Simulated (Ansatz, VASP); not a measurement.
# Ca8TeF15: VASP beside Ansatz

```
Ca Te F
1.0
     0.00000    5.46200    5.46200
     5.46200    0.00000    5.46200
     5.46200    5.46200    0.00000
Ca Te F
8 1 15
Direct
  0.98648 0.98648 0.98648
  0.98648 0.98648 0.54056
  0.98648 0.54056 0.98648
  0.99738 0.50087 0.50087
  0.54056 0.98648 0.98648
  0.50087 0.99738 0.50087
  0.50087 0.50087 0.99738
  0.50087 0.50087 0.50087
  0.12500 0.12500 0.12500
  0.12088 0.12088 0.62912
  0.12088 0.62912 0.12088
  0.12088 0.62912 0.62912
  0.62912 0.12088 0.12088
  0.62912 0.12088 0.62912
  0.62912 0.62912 0.12088
  0.62500 0.62500 0.62500
  0.37500 0.37500 0.37500
  0.38824 0.38824 0.86176
  0.38824 0.86176 0.38824
  0.38824 0.86176 0.86176
  0.86176 0.38824 0.38824
  0.86176 0.38824 0.86176
  0.86176 0.86176 0.38824
  0.87500 0.87500 0.87500
```

Alike in both runs: functional PBE; k mesh 3 × 3 × 3; occupations fermi-dirac, width 0.01 eV; collinear spin.

Ansatz relaxed the structure, and its values are those at the end. VASP's run is a single point on that final structure, the one shown.

```csv
,VASP,Ansatz
version,VASP 6.6.1,Ansatz 0.2.0
potentials or method,"VASP PAW PBE potentials, release 64 (Ca_sv, Te, F)","plane-wave PAW, scalar-relativistic"
plane-wave cutoff (eV),520,420
valence electrons in the cell,191,201
```

|  | VASP | Ansatz | Ansatz less VASP |
| --- | --- | --- | --- |
| pressure (GPa) | 14.1 | 13.7 | -0.40 |
| rms of the force components (eV/Å) | 0.022 | 0.002 | -0.0203 |
| net moment per atom (μB) | 0.04 | 0.04 | 0.000 |
| size of the moment on the site where the two differ most (μB) | 0.43 | 0.35 | -0.082 |

Site moments also hang on the region over which each program counts them. The functional is the same, so the differences come from potentials, cutoffs and numerics. VASP's potentials hold 191 valence electrons a cell and Ansatz's 201, so a difference there can come from the potentials and not from the codes. Ansatz's warnings: stress scf threshold loose.

Spin-orbit coupling is off throughout.
